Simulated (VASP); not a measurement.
# Ga (P2_1/m) in VASP: notebook

The runs below take Ga through single point, relaxation of cell and atoms, with PBEsol, PBE0.

All numbers are computed with VASP 6.6.1; they aren't measurements. Logs are shortened: lines on timing, memory, paths and dates and some standing lists are left out, and cuts for length are marked.

## Step 1: The cell of the first run

The structure is monoclinic, space group P2_1/m (No. 11). Conventional cell: a = 2.770 Å, b = 3.194 Å, c = 4.275 Å, α = 90.00°, β = 108.03°, γ = 90.00°. Within 3.6 Å of Ga (site symmetry m) lie 10 Ga at 2.70 to 3.19 Å.

## Step 2: Single point, PBEsol

INCAR reads:

```
PREC     = Accurate       # precision mode
ENCUT    = 520            # plane-wave cutoff, eV
EDIFF    = 1E-6           # SCF threshold, eV
ISMEAR   = -1             # smearing method
SIGMA    = 0.05           # smearing width, eV
LREAL    = F              # projectors in reciprocal space
LASPH    = T              # aspherical terms in the spheres
NELM     = 80             # most SCF steps
ALGO     = Normal         # electronic algorithm
ISIF     = 2              # what is computed and relaxed
LWAVE    = F              # write WAVECAR
LCHARG   = F              # write CHGCAR
GGA      = PS             # functional
NBANDS   = 20             # bands
```

KPOINTS reads:

```
Automatic mesh
0
Gamma
  10 8 7
```

POSCAR reads:

```
Ga
1.0
    2.7701169228      0.0000000000     -0.0369872523
    0.0000000000      3.1940415195      0.0000000000
   -1.3925351669      0.0000000000      4.0842962869
Ga
2
Direct
    0.1245907979      0.7500000000      0.7679514959
    0.8754092021      0.2500000000      0.2320485041
```

Potentials or basis: VASP PAW PBE potentials, release 64 (Ga_d).

On the command line:

```bash
$ cat potpaw_PBE.64/Ga_d/POTCAR > POTCAR
$ mpirun -np 1 vasp_std > vasp.out
```

OUTCAR:

```text
PREC = Accurate
   ENCUT = 520
   EDIFF = 1E-6
   ISMEAR = -1
   LREAL = F
   LASPH = T
   NELM = 80
   ISIF = 2
   GGA = PS

 ion  position               nearest neighbor table
   1  0.125  0.750  0.768-   2 2.70   2 2.70   2 2.82   2 2.82   2 2.85   2 2.85
   2  0.875  0.250  0.232-   1 2.70   1 2.70   1 2.82   1 2.82   1 2.85   1 2.85

  LATTYP: Found a simple monoclinic cell.
 ALAT       =     2.7703638430
 B/A-ratio  =     1.1529321419
 C/A-ratio  =     1.5432375288
 COS(beta)  =    -0.3095488157

  Lattice vectors:

 A1 = (   2.7701169228,   0.0000000000,  -0.0369872523)
 A2 = (   0.0000000000,  -3.1940415195,   0.0000000000)
 A3 = (  -1.3775817559,   0.0000000000,  -4.0473090346)

Analysis of symmetry for initial positions (statically):
=====================================================================
 Subroutine PRICEL returns:
 Original cell was already a primitive cell.

 Routine SETGRP: Setting up the symmetry group for a
 simple monoclinic supercell.

 Subroutine GETGRP returns: Found  4 space group operations
 (whereof  2 operations were pure point group operations)
 out of a pool of  4 trial point group operations.

The static configuration has the point symmetry S_2 .
 The point group associated with its full space group is C_2h.

Analysis of symmetry for dynamics (positions and initial velocities):
=====================================================================
 Subroutine PRICEL returns:
 Original cell was already a primitive cell.

 Routine SETGRP: Setting up the symmetry group for a
 simple monoclinic supercell.

 Subroutine GETGRP returns: Found  4 space group operations
 (whereof  2 operations were pure point group operations)
 out of a pool of  4 trial point group operations.

The dynamic configuration has the point symmetry S_2 .
 The point group associated with its full space group is C_2h.

 Subroutine INISYM returns: Found  4 space group operations
 (whereof  2 operations are pure point group operations),
 and found     1 'primitive' translations

----------------------------------------------------------------------------------------

                                     Primitive cell

  volume of cell :      35.9728

  direct lattice vectors                    reciprocal lattice vectors
     2.770116923  0.000000000 -0.036987252     0.362646514  0.000000000  0.123643827
     0.000000000  3.194041519  0.000000000     0.000000000  0.313082968  0.000000000
    -1.392535167  0.000000000  4.084296287     0.003284115  0.000000000  0.245959934

  length of vectors
     2.770363843  3.194041519  4.315162842     0.383145260  0.313082968  0.245981858

  position of ions in fractional coordinates (direct lattice)
     0.124590798  0.750000000  0.767951496
     0.875409202  0.250000000  0.232048504

  ion indices of the primitive-cell ions
   primitive index   ion index
                 1           1
                 2           2

----------------------------------------------------------------------------------------

 KPOINTS: Automatic mesh

Automatic generation of k-mesh.
 Grid dimensions read from file:
 generate k-points for:   10    8    7

 Generating k-lattice:

  Cartesian coordinates                     Fractional coordinates (reciprocal lattice)
     0.036264651  0.000000000  0.012364383     0.100000000  0.000000000  0.000000000
     0.000000000  0.039135371  0.000000000     0.000000000  0.125000000  0.000000000
     0.000469159  0.000000000  0.035137133     0.000000000  0.000000000  0.142857143

  Length of vectors
     0.038314526  0.039135371  0.035140265

  Shift w.r.t. Gamma in fractional coordinates (k-lattice)
     0.000000000  0.000000000  0.000000000

 Subroutine IBZKPT returns following result:
 ===========================================

 Found    180 irreducible k-points:

 Following reciprocal coordinates:
            Coordinates               Weight
  0.000000  0.000000  0.000000      1.000000
  0.100000  0.000000 -0.000000      2.000000
  0.200000  0.000000 -0.000000      2.000000
  0.300000  0.000000 -0.000000      2.000000
  0.400000  0.000000 -0.000000      2.000000
  0.500000  0.000000  0.000000      1.000000
[... 16 lines left out ...]
  0.400000  0.375000 -0.000000      4.000000
  0.500000  0.375000  0.000000      2.000000
 [... further k-points ...]
   k-points           NKPTS =    180   k-points in BZ     NKDIM =    180   number of bands    NBANDS=     20
   number of dos      NEDOS =    301   number of ions     NIONS =      2
   total plane-waves  NPLWV =  18432
   dimension x,y,z NGX =    24 NGY =   24 NGZ =   32
   dimension x,y,z NGXF=    48 NGYF=   48 NGZF=   64
   ions per type =               2
   NGX,Y,Z   is equivalent  to a cutoff of  14.40, 12.49, 12.33 a.u.
   NGXF,Y,Z  is equivalent  to a cutoff of  28.80, 24.98, 24.66 a.u.
 SYSTEM =  unknown system
   PREC   = accura    normal or accurate (medium, high low for compatibility)
   ISTART =      0    job   : 0-new  1-cont  2-samecut
[... 40 lines left out ...]
  volume of cell :       35.97
 maximum number of plane-waves:       986
 NGX is ok and might be reduce to    24
   NGX = 11   NGY = 11   NGZ = 17

 number of electron      26.0000008 magnetization

 Free energy of the ion-electron system (eV)
  ---------------------------------------------------
  ext. energy  EPLUGINS =         0.00000000
  ---------------------------------------------------
  free energy    TOTEN  =        -6.69968560 eV

  energy without entropy =       -6.69583767  energy(sigma->0) =       -6.69776163

 E-fermi :   5.7878     XC(G=0): -11.3517

 val. band max:        5.7441662693   @ k =   0.0000   0.2500   0.0000
 cond. band min:       5.8136644749   @ k =   0.4000   0.3750   0.2857
 fundamental gap:      0.0694982056
 Fermi energy:         5.7877582289

 k-point     1 :       0.0000    0.0000    0.0000
  band No.  band energies     occupation
      1      -9.3313      2.00000
      2      -9.3014      2.00000
      3      -9.2595      2.00000
      4      -9.2581      2.00000
      5      -8.9868      2.00000
      6      -8.9731      2.00000
[... 12 lines left out ...]
     19      17.1305      0.00000
     20      18.8261      0.00000

 k-point     2 :       0.1000    0.0000   -0.0000
  band No.  band energies     occupation
      1      -9.3152      2.00000
      2      -9.2941      2.00000
      3      -9.2472      2.00000
      4      -9.2125      2.00000
      5      -8.9998      2.00000
      6      -8.9909      2.00000
[... 12 lines left out ...]
     19      17.6595      0.00000
     20      20.5596      0.00000

 k-point     3 :       0.2000    0.0000   -0.0000
  band No.  band energies     occupation
      1      -9.2801      2.00000
      2      -9.2760      2.00000
      3      -9.1974      2.00000
      4      -9.1286      2.00000
      5      -9.0384      2.00000
      6      -9.0271      2.00000
[... 12 lines left out ...]
     19      17.8337      0.00000
     20      21.6507      0.00000

 k-point     4 :       0.3000    0.0000   -0.0000
  band No.  band energies     occupation
      1      -9.2572      2.00000
      2      -9.2450      2.00000
      3      -9.1599      2.00000
      4      -9.1387      2.00000
      5      -9.0990      2.00000
      6      -8.9865      2.00000
[... 12 lines left out ...]
     19      18.0426      0.00000
     20      20.3160      0.00000

 k-point     5 :       0.4000    0.0000   -0.0000
  band No.  band energies     occupation
      1      -9.2457      2.00000
      2      -9.2425      2.00000
      3      -9.1664      2.00000
      4      -9.1505      2.00000
      5      -9.1490      2.00000
      6      -8.9938      2.00000
[... 12 lines left out ...]
     19      17.2051      0.00000
     20      18.5912      0.00000
[... 353 lines left out ...]
      6      -9.0560      2.00000
[... 12 lines left out ...]
     19      15.7985      0.00000
     20      17.2413      0.00000

 k-point    22 :       0.3000    0.3750   -0.0000
  band No.  band energies     occupation
      1      -9.2861      2.00000
      2      -9.2284      2.00000
      3      -9.1813      2.00000
      4      -9.1125      2.00000
      5      -9.0456      2.00000
      6      -9.0343      2.00000
[... 12 lines left out ...]
     19      13.7771      0.00000
     20      15.9099      0.00000

 k-point    23 :       0.4000    0.3750   -0.0000
  band No.  band energies     occupation
      1      -9.3023      2.00000
      2      -9.2296      2.00000
      3      -9.2243      2.00000
      4      -9.1595      2.00000
      5      -9.0479      2.00000
      6      -8.9990      2.00000
[... 12 lines left out ...]
     19      14.2576      0.00000
     20      17.2790      0.00000

 k-point    24 :       0.5000    0.3750    0.0000
  band No.  band energies     occupation
      1      -9.3086      2.00000
      2      -9.2493      2.00000
      3      -9.2074      2.00000
      4      -9.1956      2.00000
      5      -9.0512      2.00000
      6      -8.9868      2.00000
[... 12 lines left out ...]
     19      16.2480      0.00000
     20      17.0479      0.00000

 [... further k-points ...]

------------------------ aborting loop because EDIFF is reached ----------------------------------------

  FORCE on cell =-STRESS in cart. coord.  units (eV):
  Direction    XX          YY          ZZ          XY          YZ          ZX
  --------------------------------------------------------------------------------------
  -------------------------------------------------------------------------------------
  Total       -0.0164591     -0.0248996     -0.0223559      0.0000000      0.0000000     -0.0020026
  in kB       -0.7330667     -1.1089919     -0.9956984      0.0000000      0.0000000     -0.0891929
  external PRESSURE =      -0.9459190 kB  Pullay stress =       0.0000000 kB

 VOLUME and BASIS-vectors are now :
 -----------------------------------------------------------------------------
  energy-cutoff  :      520.00
  volume of cell :       35.97
      direct lattice vectors                 reciprocal lattice vectors
     2.770116923  0.000000000 -0.036987252     0.362646514  0.000000000  0.123643827
     0.000000000  3.194041519  0.000000000     0.000000000  0.313082968  0.000000000
    -1.392535167  0.000000000  4.084296287     0.003284115  0.000000000  0.245959934

 POSITION                                       TOTAL-FORCE (eV/Angst)
 -----------------------------------------------------------------------------------
     -0.72427      2.39553      3.13193         0.001192     -0.000000      0.000127
      2.10185      0.79851      0.91538        -0.001192      0.000000     -0.000127
 -----------------------------------------------------------------------------------
    total drift:                               -0.000000      0.000000     -0.000000

  FREE ENERGIE OF THE ION-ELECTRON SYSTEM (eV)
  ---------------------------------------------------
  free  energy   TOTEN  =        -6.6996855996 eV

  energy  without entropy=       -6.6958376655  energy(sigma->0) =       -6.69776163
```

Wall time 66 s (1 thread of Intel Xeon Platinum 8259CL at 2.50GHz (Skylake/Cascade Lake), shared host); peak memory 0.22 GiB.

What came out:

| Item | Value |
| --- | --- |
| Free energy | -6.6997 eV |
| Pressure | -0.1 GPa |
| Band gap on the k mesh | zero (bands 13 and 14 overlap by 8.98 eV) |

Caveat: the PAW data sets were made with another functional, which shifts forces and pressure a little.

## Step 3: Relaxation of cell and atoms, PBEsol, target pressure 5 GPa, at which the enthalpy is minimised

This run uses another cell than the first one, of 18.19 Å³/atom.

INCAR reads:

```
  ALGO = Normal
  EDIFF = 1E-6
  EDIFFG = -0.01
  ENCUT = 600
  GGA = PS
  IBRION = 2
  ISIF = 3
  ISMEAR = -1
  LASPH = True
  LCHARG = False
  LREAL = False
  LWAVE = False
  NELM = 80
  NSW = 80
  PREC = Accurate
  PSTRESS = 50.0
  SIGMA = 0.05
```

KPOINTS reads:

```
k-points
0
Gamma
  10 8 7
```

POSCAR reads:

```
Ga
1.0
    2.7784220849      0.0000000000      0.0000000000
    0.0000000000      3.2816087900      0.0000000000
   -1.3434310986      0.0000000000      3.9902731763
Ga
2
Direct
    0.1345962700      0.7500000000      0.7701668300
    0.8654037300      0.2500000000      0.2298331700
```

Potentials or basis: VASP PAW PBE potentials, release 64 (Ga_d).

On the command line:

```bash
$ cat potpaw_PBE.64/Ga_d/POTCAR > POTCAR
$ mpirun -np 1 vasp_std > vasp.out
```

Wall time 32 min (1 thread of Intel Xeon Platinum 8259CL at 2.50GHz (Skylake/Cascade Lake), shared host); peak memory 0.28 GiB.

The run converged. Its results:

- Free energy: -6.6632 eV
- Relaxed volume: 16.73 Å³/atom
- Relaxed cell: a = 2.726 Å, b = 3.064 Å, c = 4.248 Å, α = 90.00°, β = 109.47°, γ = 90.00°
- Space group after relaxing (to 0.1 Å): P2_1/m (No. 11)
- Energy change on relaxing (the run minimises the enthalpy): +14.9 meV/atom
- Ionic steps: 41
- Pressure after relaxing: 5.0 GPa
- Largest force after relaxing: 0.005 eV/Å
- Band gap on the k mesh: zero (bands 13 and 14 overlap by 9.43 eV)

Forces in eV/Å, atoms in the order of the input:
```
Ga   0.004  0.000  0.003
Ga  -0.004  0.000 -0.003
```

Stress tensor (GPa, compression positive):
```
4.90 0.00 0.04
0.00 5.06 0.00
0.04 0.00 4.97
```

Step by step:
```
step  energy change (eV)  largest force (eV/Å)  pressure (GPa)  volume (Å³)
   1              0.0000                0.0719           -0.75        36.38
   3              0.0342                0.0514            5.07        33.49
   5              0.0341                0.0119            5.22        33.44
   7              0.0337                0.0457            5.20        33.44
   9              0.0296                0.0187            4.82        33.56
  11              0.0321                0.0129            5.06        33.47
  13              0.0297                0.0174            4.70        33.54
  15              0.0302                0.0182            4.80        33.52
  17              0.0326                0.0208            5.30        33.43
  19              0.0372                0.0265            5.70        33.26
  21              0.0361                0.0265            5.55        33.29
  23              0.0256                0.0118            4.68        33.60
  25              0.0278                0.0081            4.80        33.52
  27              0.0303                0.0100            5.17        33.44
  29              0.0297                0.0085            4.79        33.46
  31              0.0299                0.0089            4.92        33.45
  33              0.0358                0.0117            5.49        33.27
  35              0.0318                0.0082            5.35        33.39
  37              0.0313                0.0074            5.07        33.40
  39              0.0290                0.0037            4.78        33.48
  41              0.0298                0.0046            4.98        33.45
```

Final structure:
```yaml
crystal:
  lattice:
    - [2.72591, 0.00000, -0.03404]
    - [0.00000, 3.06350, 0.00000]
    - [-1.36553, 0.00000, 4.02271]
  atoms:
    - { symbol: Ga, position: [0.12744, 0.75000, 0.76793] }
    - { symbol: Ga, position: [0.87256, 0.25000, 0.23207] }
```

Levels at points of the mesh, in eV from the Fermi level:
```
           k point  band 11  band 12  band 13  band 14  band 15  band 16
(0.00, 0.00, 0.00)   -12.13    -2.88    -1.85     3.01     6.88     9.27
(0.50, 0.00, 0.00)    -6.61    -5.76    -2.18    -0.44     6.93     7.63
(0.00, 0.50, 0.00)    -7.96    -7.96     1.56     1.56     2.36     2.36
(0.50, 0.50, 0.00)    -2.81    -2.81    -1.54    -1.54     1.88     1.88
```

Caveat: the cell is relaxed towards a set pressure, so the run minimises the enthalpy, not the energy; the PAW data sets were made with another functional, which shifts forces and pressure a little.

## Step 4: Single point, PBE0

This run uses another cell than the first one, of 18.55 Å³/atom.

POSCAR reads:

```
Ga
1.0
    2.7968227674      0.0000000000      0.0000000000
    0.0000000000      3.3033419319      0.0000000000
   -1.3523282526      0.0000000000      4.0166995966
Ga
2
Direct
    0.1345962700      0.7500000000      0.7701668300
    0.8654037300      0.2500000000      0.2298331700
```

INCAR.step1 reads:

```
ALGO = Normal
EDIFF = 1E-5
ENCUT = 520
GGA = PE
ISIF = 2
ISMEAR = -1
LASPH = T
LCHARG = F
LREAL = F
LWAVE = T
NBANDS = 20
NELM = 60
PREC = Accurate
SIGMA = 0.05
```

INCAR.step2 reads:

```
AEXX = 0.25
ALGO = Normal
EDIFF = 1E-6
ENCUT = 520
GGA = PE
ISIF = 2
ISMEAR = -1
ISTART = 1
LASPH = T
LCHARG = F
LHFCALC = T
LREAL = F
LWAVE = F
NBANDS = 20
NELM = 60
PREC = Accurate
PRECFOCK = Normal
SIGMA = 0.05
```

KPOINTS reads:

```
k-points
0
Gamma
  6 4 4
```

On the command line:

```bash
$ cat potpaw_PBE.64/Ga_d/POTCAR > POTCAR
$ cp INCAR.step1 INCAR
$ mpirun -np 1 vasp_std > vasp.out
$ cp INCAR.step2 INCAR
$ mpirun -np 1 vasp_std > vasp.out
```

It took 39 min on 1 thread of Intel Xeon Platinum 8488C (Sapphire Rapids), shared host; peak memory 0.19 GiB.

It converged, with:

```
Free energy            : -7.2971 eV
Pressure               : -1.5 GPa
Largest force          : 0.194 eV/Å
Band gap on the k mesh : zero (bands 13 and 14 overlap by 10.15 eV)
```

Forces in eV/Å, atoms in the order of the input:
```
Ga  -0.033  0.000  0.191
Ga   0.033  0.000 -0.191
```

Stress tensor (GPa, compression positive):
```
-0.72  0.00  0.04
 0.00 -1.75  0.00
 0.04  0.00 -2.11
```

Levels at points of the mesh, in eV from the Fermi level:
| k point | band 11 | band 12 | band 13 | band 14 | band 15 | band 16 |
| --- | --- | --- | --- | --- | --- | --- |
| (0.00, 0.00, 0.00) | -12.93 | -2.52 | -1.55 | 2.67 | 6.50 | 10.56 |
| (0.50, 0.00, 0.00) | -7.26 | -6.13 | -1.79 | 0.91 | 7.45 | 7.88 |
| (0.00, 0.50, 0.00) | -8.99 | -8.99 | 2.41 | 2.41 | 3.55 | 3.55 |
| (0.50, 0.50, 0.00) | -3.36 | -3.36 | -2.01 | -2.01 | 3.02 | 3.02 |
| (0.00, 0.00, 0.50) | -10.70 | -9.75 | 5.04 | 6.18 | 7.26 | 7.56 |
| (0.50, 0.00, 0.50) | -7.15 | -6.13 | -1.99 | 0.66 | 7.56 | 8.17 |
| (0.00, 0.50, 0.50) | -6.96 | -6.96 | -5.11 | -5.11 | 12.18 | 12.18 |
| (0.50, 0.50, 0.50) | -3.26 | -3.26 | -2.00 | -2.00 | 2.74 | 2.74 |

Caveat: the k points lie up to 0.48 Å⁻¹ apart, too coarse for converged energies and pressures of a metal; the PAW data sets were made with another functional, which shifts forces and pressure a little.

## Step 5: The runs side by side

| task | level | cell | k mesh | cutoff (eV) | grid for exact exchange (PRECFOCK) | share of exact exchange | gap on the mesh (eV) | pressure (GPa) |
| --- | --- | --- | --- | --- | --- | --- | --- | --- |
| single point | PBEsol | a = 2.770, b = 3.194, c = 4.315 Å, angles 90.0, 109.6, 90.0°, 2 atoms, atomic positions A | 10 × 8 × 7 | 520 | - | - | none | -0.1 |
| relaxation of cell and atoms | PBEsol | relaxed to 5 GPa from a = 2.778, b = 3.282, c = 4.210 Å, angles 90.0, 108.6, 90.0°, 2 atoms, atomic positions B | 10 × 8 × 7 | 600 | - | - | none | 5.0 |
| single point | PBE0 | a = 2.797, b = 3.303, c = 4.238 Å, angles 90.0, 108.6, 90.0°, 2 atoms, atomic positions B | 6 × 4 × 4 | 520 | Normal | 0.25 | none | -1.5 |

Alike in all rows: potentials or basis VASP PAW PBE potentials, release 64 (Ga_d); no spin polarisation; smearing fermi-dirac 0.05 eV.

Caveats: some runs use coarse meshes; the PAW data sets were made with another functional, which shifts forces and pressure a little; the cell is relaxed towards a set pressure, so the run minimises the enthalpy, not the energy (at least some runs).

Total energies depend on the potentials used, so only differences within one code and one set of settings carry meaning.

The gap in the log of VASP goes by the Fermi energy; the results here count the filled bands.